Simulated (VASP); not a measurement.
Runs of VASP 6.6.1 on Ti. The structure is that of space group P6/mmm (No. 191), or close to it. The cells are those of the table. This isn't the form of Ti at room conditions, which is hcp.

| cell | gap on the mesh (eV) | pressure (GPa) |
| --- | --- | --- |
| a = 4.523, b = 4.523, c = 2.820 Å, angles 90.0, 90.0, 120.0°, 3 atoms | none | (b) |
| a = 4.600, b = 4.600, c = 2.820 Å, angles 90.0, 90.0, 120.0°, 3 atoms | none | -5.0 |
| a = 4.753, b = 4.753, c = 2.820 Å, angles 90.0, 90.0, 120.0°, 3 atoms | none | (a) |
| a = 4.830, b = 4.830, c = 2.820 Å, angles 90.0, 90.0, 120.0°, 3 atoms | none | -12.8 |
| a = 4.447, b = 4.447, c = 2.820 Å, angles 90.0, 90.0, 120.0°, 3 atoms | none | 2.6 |

Alike in all rows: task single point; level PBEsol; potentials or basis VASP PAW PBE potentials, release 64 (Ti_sv); no spin polarisation; k mesh 9 × 9 × 12; cutoff (eV) 520; smearing fermi-dirac 0.1 eV.

Fill in the values left out.

(a) -10.6; (b) -1.5.

Caveats: the PAW data sets were made with another functional, which shifts forces and pressure a little; the cell stands under tension (at least some runs); the stress differs along the axes, from -13 to -7 GPa (at least some runs); the stress differs along the axes, from -15 to -8 GPa (at least some runs).

A gap of «none» marks levels without a gap at the run's occupations.
